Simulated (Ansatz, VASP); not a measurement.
One calculation of Sb, two programs

```
CELL_PARAMETERS angstrom
3.50376 0.00000 0.00000
-1.75188 3.03435 0.00000
0.00000 0.00000 4.90360
ATOMIC_POSITIONS crystal
Sb 0.33333 0.66667 0.25000
Sb 0.66667 0.33333 0.75000
```

Change from the starting cell: strain +0.040 along x and y, -0.080 along z, atoms carried along.

Alike in both runs: task single point; functional r2SCAN; k mesh 18 × 18 × 10; occupations gaussian, width 0.15 eV; no spin polarisation.

```csv
,VASP,Ansatz
version,VASP 6.6.1,Ansatz 0.2.0
potentials or method,"VASP PAW PBE potentials, release 64 (Sb), cutoff 520 eV","scalar-relativistic, plane waves, PAW"
valence electrons in the cell,10,30
```

|  | VASP | Ansatz | Ansatz less VASP |
| --- | --- | --- | --- |
| gap on the k mesh at the Fermi level (eV) | none | none | - |
| pressure (GPa) | 3.2 | 3.3 | +0.07 |
| traceless stress, the component that is largest in VASP (GPa) | -0.53 | -0.58 | -0.056 |

VASP's potentials were made for PBE, not for r2SCAN. A gap of «none» marks a metal or a gap that the smearing closes. VASP's potentials hold 10 valence electrons a cell and Ansatz's 30, so a difference there can come from the potentials and not from the codes.

Neither program's run includes spin-orbit coupling.
